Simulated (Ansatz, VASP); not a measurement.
**One calculation of Cu, two programs**

INCAR

```
SYSTEM = Cu
ALGO = Normal ; EDIFF = 1E-7
ENCUT = 520 ; GGA = PE
ISIF = 2 ; ISMEAR = -1
LASPH = .True. ; LCHARG = .True.
LELF = .True. ; LREAL = .False.
LVHAR = .True. ; LWAVE = .False.
NBANDS = 18 ; NELM = 60
PREC = Accurate ; SIGMA = 0.03
```

KPOINTS

```
k-points
0
Gamma
  17 17 9
  0 0 0
```

POSCAR

```
Cu
1.0
    2.5045359423      0.0000000000      0.0000000000
   -1.2522679711      2.1689917507      0.0000000000
    0.0000000000      0.0000000000      4.1416532252
Cu
2
Direct
    0.3333333333      0.6666666667      0.2500000000
    0.6666666667      0.3333333333      0.7500000000
```

Input for Ansatz:

```yaml
crystal:
  lattice:
    - [2.5045359423, 0.0, 0.0]
    - [-1.2522679711, 2.1689917507, 0.0]
    - [0.0, 0.0, 4.1416532252]
  atoms:
    - { symbol: Cu, position: [0.3333333333, 0.6666666667, 0.25] }
    - { symbol: Cu, position: [0.6666666667, 0.3333333333, 0.75] }
kpoints:
  mp_grid: { grid: [17, 17, 9] }
scf:
  occupations: { method: fermi_dirac, width: 0.03 }
hamiltonian:
  xc: pbe
  pseudopotentials: { kind: all_electron, lapw: { basis_error: 0.00025 } }
output:
  forces: true
  stress: true
  eigenvalues: true
```

Change from the starting cell: volume scaled by 0.9405.

Alike in both runs: task single point; functional PBE; k mesh 17 × 17 × 9; occupations fermi-dirac, width 0.03 eV; no spin polarisation.

```csv
,VASP,Ansatz
version,VASP 6.6.1,Ansatz 0.2.0
potentials or method,"VASP PAW PBE potentials, release 64 (Cu), cutoff 520 eV","all-electron LAPW, scalar-relativistic"
```

|  | VASP | Ansatz | Ansatz less VASP |
| --- | --- | --- | --- |
| pressure (GPa) | 10.6 | 10.0 | -0.60 |
| traceless stress, the component that is largest in VASP (GPa) | -0.24 | -0.29 | -0.055 |

Ansatz ran all-electron here, and VASP with PAW potentials.
